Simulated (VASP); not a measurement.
Crystal: CoO.

```
CELL_PARAMETERS angstrom
0.00000 2.13150 2.13150
2.13150 0.00000 2.13150
2.13150 2.13150 0.00000
ATOMIC_POSITIONS crystal
Co 0.00000 0.00000 0.00000
O 0.50000 0.50000 0.50000
```

```yaml
Program: VASP 6.6.1
Task: relaxation of cell and atoms
Functional: PBEsol
Potentials_or_basis: VASP PAW PBE potentials, release 64 (Co, O)
Cutoff: 600 eV
k_mesh: 8 × 8 × 8
Occupations: gaussian, width 0.1 eV
Spin: collinear spin, ferromagnetic start
Starting_moments: "[2.74, 0.37] μB"
```

At the start: pressure -11.8 GPa; volume 9.68 Å³/atom.

Problem. How do energy, volume and symmetry change on relaxing?

Solution. Over 3 steps the energy falls by 25.7 meV/atom and the volume is 9.03 Å³/atom (-6.7 %); space group Fm-3m (No. 225, to 0.05 Å); moment 2.80 μB per cell.

Step by step:
| step | energy change (eV) | largest force (eV/Å) | pressure (GPa) | volume (Å³) |
| --- | --- | --- | --- | --- |
| 1 | 0.0000 | 0.0000 | -11.80 | 19.37 |
| 2 | -0.0367 | 0.0000 | 7.10 | 17.44 |
| 3 | -0.0513 | 0.0000 | 0.23 | 18.07 |

Final structure:
```cif
data_structure
_symmetry_space_group_name_H-M 'P 1'
_symmetry_Int_Tables_number 1
_cell_length_a 2.9453
_cell_length_b 2.9453
_cell_length_c 2.9453
_cell_angle_alpha 60.000
_cell_angle_beta 60.000
_cell_angle_gamma 60.000
_cell_volume 18.07
loop_
_atom_site_label
_atom_site_type_symbol
_atom_site_fract_x
_atom_site_fract_y
_atom_site_fract_z
_atom_site_occupancy
Co1 Co 0.00000 0.00000 0.00000 1
O1 O 0.50000 0.50000 0.50000 1
```

Caveat: the PAW data sets were made with another functional, which shifts forces and pressure a little; a cell with one magnetic atom can't hold antiferromagnetic order, which such compounds often take.
